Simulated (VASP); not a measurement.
# Zr3S2 (R32) in VASP: a series of runs, part 2 of 2

VASP 6.6.1. Earlier steps stand in the parts before.

## 3. Relaxation of cell and atoms, PBEsol, target pressure 5 GPa, at which the enthalpy is minimised

Input file INCAR:

```
PREC = Accurate ; ENCUT = 600
EDIFF = 1E-7 ; ISMEAR = -1
SIGMA = 0.05 ; LREAL = False
LASPH = True ; NELM = 100
ALGO = Normal ; ISIF = 3
LWAVE = False ; LCHARG = False
GGA = PS ; IBRION = 2
NSW = 60 ; EDIFFG = -0.01
PSTRESS = 50.0
```

Input file KPOINTS:

```
regular mesh
0
Gamma
  6 6 6
```

Input file POSCAR:

```
Zr3S2
1.0
    2.9025379727      1.6757810799      3.4877732718
   -2.9025379727      1.6757810799      3.4877732718
    0.0000000000     -3.3515621597      3.4877732718
Zr S
3 2
Direct
    0.8387270000      0.5000000000      0.1612730000
    0.5000000000      0.1612730000      0.8387270000
    0.1612730000      0.8387270000      0.5000000000
    0.6650230000      0.6650230000      0.6650230000
    0.3349770000      0.3349770000      0.3349770000
```

Potentials or basis: VASP PAW PBE potentials, release 64 (Zr_sv, S).

On the command line:

```
> cat potpaw_PBE.64/Zr_sv/POTCAR potpaw_PBE.64/S/POTCAR > POTCAR
> mpirun -np 1 vasp_std > vasp.out
```

Wall time 28 min (1 thread of Intel Xeon 8259CL, shared host); peak memory 0.31 GiB.

It converged, with:

| Quantity | Value |
| --- | --- |
| Free energy | -41.8943 eV |
| Relaxed volume | 18.83 Å³/atom |
| Relaxed cell | a = 4.718 Å, b = 4.718 Å, c = 4.718 Å, α = 73.51°, β = 73.51°, γ = 73.51° |
| Space group after relaxing (to 0.1 Å) | R32 (No. 155) |
| Energy change on relaxing (the run minimises the enthalpy) | -2.3 meV/atom |
| Ionic steps | 12 |
| Pressure after relaxing | 5.0 GPa |
| Largest force after relaxing | 0.009 eV/Å |
| Band gap on the k mesh | zero (bands 24 and 25 overlap by 0.23 eV) |

Forces on the atoms (eV/Å):
```
Zr   0.004  0.008  0.000
Zr   0.004 -0.008  0.000
Zr  -0.009  0.000  0.000
S    0.000  0.000 -0.001
S    0.000  0.000  0.001
```

Step by step:
| step | energy change (eV) | largest force (eV/Å) | pressure (GPa) | volume (Å³) |
| --- | --- | --- | --- | --- |
| 1 | 0.0000 | 0.1264 | -4.94 | 101.79 |
| 2 | 0.9206 | 0.6743 | 26.56 | 84.29 |
| 3 | -0.0212 | 0.1123 | 4.61 | 94.58 |
| 4 | -0.0153 | 0.1203 | 4.93 | 94.39 |
| 5 | -0.0108 | 0.1263 | 5.17 | 94.24 |
| 6 | -0.0102 | 0.0622 | 5.18 | 94.16 |
| 7 | -0.0085 | 0.0965 | 5.20 | 94.09 |
| 8 | -0.0185 | 0.0365 | 4.67 | 94.39 |
| 9 | -0.0166 | 0.0482 | 4.77 | 94.33 |
| 10 | -0.0111 | 0.0298 | 5.05 | 94.15 |
| 11 | -0.0122 | 0.0237 | 5.00 | 94.18 |
| 12 | -0.0117 | 0.0089 | 5.02 | 94.16 |

Final structure:
```xyz
5
Lattice="2.8232 1.6300 3.4104 -2.8232 1.6300 3.4104 0.0000 -3.2599 3.4104" Properties=species:S:1:pos:R:3 pbc="T T T"
Zr    0.9613    1.6650    5.1157
Zr    0.9613   -1.6650    5.1157
Zr   -1.9226    0.0000    5.1157
S     0.0000    0.0000    6.7933
S     0.0000    0.0000    3.4380
```

Levels at points of the mesh, in eV from the Fermi level:
| k point | band 20 | band 21 | band 22 | band 23 | band 24 | band 25 | band 26 | band 27 | band 28 |
| --- | --- | --- | --- | --- | --- | --- | --- | --- | --- |
| (0.00, 0.00, 0.00) | -4.13 | -2.74 | -2.06 | 0.13 | 0.13 | 0.72 | 0.72 | 2.17 | 3.01 |
| (0.50, 0.00, 0.00) | -3.74 | -1.29 | -1.22 | -0.97 | -0.73 | -0.08 | 1.01 | 1.89 | 1.96 |
| (0.50, 0.50, 0.00) | -3.77 | -2.10 | -1.35 | -0.87 | -0.32 | -0.11 | 0.98 | 2.04 | 2.16 |
| (0.50, 0.50, 0.50) | -4.47 | -0.82 | -0.43 | -0.21 | -0.21 | 0.31 | 0.31 | 1.16 | 1.16 |

Caveat: the cell is relaxed towards a set pressure, so the run minimises the enthalpy, not the energy; the PAW data sets were made with another functional, which shifts forces and pressure a little.

## 4. Relaxation of cell and atoms, PBEsol, target pressure 10 GPa, at which the enthalpy is minimised

Input file INCAR:

```
SYSTEM = Zr3S2
PREC = Accurate ; ENCUT = 600
EDIFF = 1E-6 ; ISMEAR = -1
SIGMA = 0.05 ; LREAL = .False.
LASPH = .True. ; NELM = 80
ALGO = Normal ; ISIF = 3
LWAVE = .False. ; LCHARG = .False.
GGA = PS ; IBRION = 2
NSW = 60 ; EDIFFG = -0.01
PSTRESS = 100.0
```

Input file KPOINTS:

```
regular mesh
0
Gamma
  6 6 6
  0 0 0
```

POSCAR is that of step 3.

On the command line:

```
> cat potpaw_PBE.64/Zr_sv/POTCAR potpaw_PBE.64/S/POTCAR > POTCAR
> mpirun -np 1 vasp_std > vasp.out
```

Wall time 23 min (1 thread of Intel Xeon 8259CL, shared host); peak memory 0.32 GiB.

The run converged. Its results:

| Item | Value |
| --- | --- |
| Free energy | -41.7544 eV |
| Relaxed volume | 18.23 Å³/atom |
| Relaxed cell | a = 4.671 Å, b = 4.671 Å, c = 4.671 Å, α = 73.32°, β = 73.32°, γ = 73.32° |
| Space group after relaxing (to 0.1 Å) | R32 (No. 155) |
| Energy change on relaxing (the run minimises the enthalpy) | +25.6 meV/atom |
| Ionic steps | 12 |
| Pressure after relaxing | 10.0 GPa |
| Largest force after relaxing | 0.009 eV/Å |
| Band gap on the k mesh | zero (bands 24 and 25 overlap by 0.29 eV) |

Forces on the atoms (eV/Å):
```
Zr   0.005  0.008  0.000
Zr   0.005 -0.008  0.000
Zr  -0.009  0.000  0.000
S    0.000  0.000  0.000
S    0.000  0.000  0.000
```

The path:
| step | energy change (eV) | largest force (eV/Å) | pressure (GPa) | volume (Å³) |
| --- | --- | --- | --- | --- |
| 1 | 0.0000 | 0.1265 | -4.94 | 101.79 |
| 2 | 2.8846 | 1.2720 | 54.15 | 76.30 |
| 3 | 0.0852 | 0.2010 | 8.94 | 92.04 |
| 4 | 0.1120 | 0.2215 | 9.79 | 91.59 |
| 5 | 0.1243 | 0.2304 | 10.16 | 91.39 |
| 6 | 0.1263 | 0.1271 | 10.16 | 91.25 |
| 7 | 0.1310 | 0.1884 | 10.18 | 91.16 |
| 8 | 0.1147 | 0.0634 | 9.66 | 91.38 |
| 9 | 0.1126 | 0.0447 | 9.60 | 91.42 |
| 10 | 0.1439 | 0.0531 | 10.49 | 90.91 |
| 11 | 0.1290 | 0.0321 | 10.08 | 91.15 |
| 12 | 0.1282 | 0.0094 | 10.04 | 91.16 |

Final structure:
```xyz
5
Lattice="2.7888 1.6101 3.3834 -2.7888 1.6101 3.3834 0.0000 -3.2202 3.3834" Properties=species:S:1:pos:R:3 pbc="T T T"
Zr    0.9546    1.6535    5.0751
Zr    0.9546   -1.6535    5.0751
Zr   -1.9092    0.0000    5.0751
S     0.0000    0.0000    6.7308
S     0.0000    0.0000    3.4195
```

Levels at points of the mesh, in eV from the Fermi level:
| k point | band 22 | band 23 | band 24 | band 25 | band 26 | band 27 |
| --- | --- | --- | --- | --- | --- | --- |
| (0.00, 0.00, 0.00) | -2.17 | 0.13 | 0.13 | 0.74 | 0.74 | 2.21 |
| (0.50, 0.00, 0.00) | -1.27 | -1.03 | -0.77 | -0.04 | 0.99 | 1.93 |
| (0.50, 0.50, 0.00) | -1.41 | -0.89 | -0.34 | -0.16 | 1.01 | 2.09 |
| (0.50, 0.50, 0.50) | -0.48 | -0.24 | -0.24 | 0.31 | 0.31 | 1.21 |

Caveat: the cell is relaxed towards a set pressure, so the run minimises the enthalpy, not the energy; the PAW data sets were made with another functional, which shifts forces and pressure a little.

## 5. Relaxation of cell and atoms, PBEsol, target pressure 20 GPa, at which the enthalpy is minimised

Input file INCAR:

```
SYSTEM = Zr3S2
ALGO = Normal ; EDIFF = 1E-6
EDIFFG = -0.01 ; ENCUT = 600
GGA = PS ; IBRION = 2
ISIF = 3 ; ISMEAR = -1
LASPH = .TRUE. ; LCHARG = .FALSE.
LREAL = .FALSE. ; LWAVE = .FALSE.
NELM = 60 ; NSW = 60
PREC = Accurate ; PSTRESS = 200.0
SIGMA = 0.05
```

Input file KPOINTS:

```
k-points
0
G
  6 6 6
  0 0 0
```

POSCAR is that of step 4.

On the command line:

```
> cat potpaw_PBE.64/Zr_sv/POTCAR potpaw_PBE.64/S/POTCAR > POTCAR
> mpirun -np 1 vasp_std > vasp.out
```

It took 27 min on 1 thread of Intel Xeon 8259CL, shared host; peak memory 0.32 GiB.

The run converged. Its results:

| Property | Result |
| --- | --- |
| Free energy | -41.3031 eV |
| Relaxed volume | 17.25 Å³/atom |
| Relaxed cell | a = 4.592 Å, b = 4.592 Å, c = 4.592 Å, α = 73.03°, β = 73.03°, γ = 73.03° |
| Space group after relaxing (to 0.1 Å) | R32 (No. 155) |
| Energy change on relaxing (the run minimises the enthalpy) | +115.9 meV/atom |
| Ionic steps | 13 |
| Pressure after relaxing | 20.0 GPa |
| Largest force after relaxing | 0.009 eV/Å |
| Band gap on the k mesh | zero (bands 24 and 25 overlap by 0.41 eV) |

Forces on the atoms (eV/Å):
```
Zr   0.005  0.008  0.000
Zr   0.005 -0.008  0.000
Zr  -0.009  0.000  0.000
S    0.000  0.000  0.000
S    0.000  0.000  0.000
```

The path:
```tsv
step	energy change (eV)	largest force (eV/Å)	pressure (GPa)	volume (Å³)
1	0.0000	0.1265	-4.94	101.79
2	11.4595	3.1695	149.39	61.87
3	0.3565	0.3400	15.99	88.52
4	0.4926	0.4046	18.85	87.27
5	0.5493	0.4298	19.96	86.80
6	0.5555	0.2809	19.93	86.57
7	0.5682	0.3872	19.95	86.45
8	0.5803	0.0984	20.07	86.28
9	0.5846	0.0489	20.10	86.24
10	0.5694	0.0202	19.82	86.35
11	0.5642	0.0099	19.71	86.39
12	0.6120	0.0070	20.62	86.01
13	0.5795	0.0092	20.01	86.27
```

Final structure:
```
Zr S
1.0
     2.73227    1.57747    3.33596
    -2.73227    1.57747    3.33596
     0.00000   -3.15495    3.33596
Zr S
3 2
Cartesian
  0.9442 1.6354 5.0039
  0.9442 -1.6354 5.0039
  -1.8884 0.0000 5.0039
  0.0000 0.0000 6.6204
  0.0000 0.0000 3.3875
```

Levels at points of the mesh, in eV from the Fermi level:
```
           k point  band 21  band 22  band 23  band 24  band 25  band 26  band 27  band 28
(0.00, 0.00, 0.00)    -2.92    -2.38     0.15     0.15     0.75     0.75     2.30     3.30
(0.50, 0.00, 0.00)    -1.46    -1.36    -1.13    -0.82     0.02     0.93     1.99     2.20
(0.50, 0.50, 0.00)    -2.40    -1.52    -0.92    -0.38    -0.26     1.07     2.17     2.30
(0.50, 0.50, 0.50)    -0.84    -0.58    -0.28    -0.28     0.30     0.30     1.28     1.28
```

Caveat: the cell is relaxed towards a set pressure, so the run minimises the enthalpy, not the energy; the volume moved by over 15 % at a fixed basis, so the end points are rough; the PAW data sets were made with another functional, which shifts forces and pressure a little.

## 6. Overview

| task | level | U | cell | cutoff (eV) | gap on the mesh (eV) | pressure (GPa) | largest force (eV/Å) |
| --- | --- | --- | --- | --- | --- | --- | --- |
| single point | r2SCAN+U | Zr d U = 8.0 eV | as given | 520 | none | 13.8 | 0.23 |
| relaxation of cell and atoms | PBEsol | - | relaxed to 5 GPa | 600 | none | 5.0 | 0.01 |
| relaxation of cell and atoms | PBEsol | - | relaxed to 10 GPa | 600 | none | 10.0 | 0.01 |
| relaxation of cell and atoms | PBEsol | - | relaxed to 20 GPa | 600 | none | 20.0 | 0.01 |

Alike in all rows: potentials or basis VASP PAW PBE potentials, release 64 (Zr_sv, S); no spin polarisation; k mesh 6 × 6 × 6; smearing fermi-dirac 0.05 eV.

Caveats: the PAW data sets were made with another functional, which shifts forces and pressure a little; the cell is relaxed towards a set pressure, so the run minimises the enthalpy, not the energy (at least some runs); the cell stands under pressure (at least some runs); U without spin polarisation on a metal has little footing (at least some runs); the volume moved by over 15 % at a fixed basis, so the end points are rough (at least some runs).

Absolute energies hang on the potentials; compare differences alone.
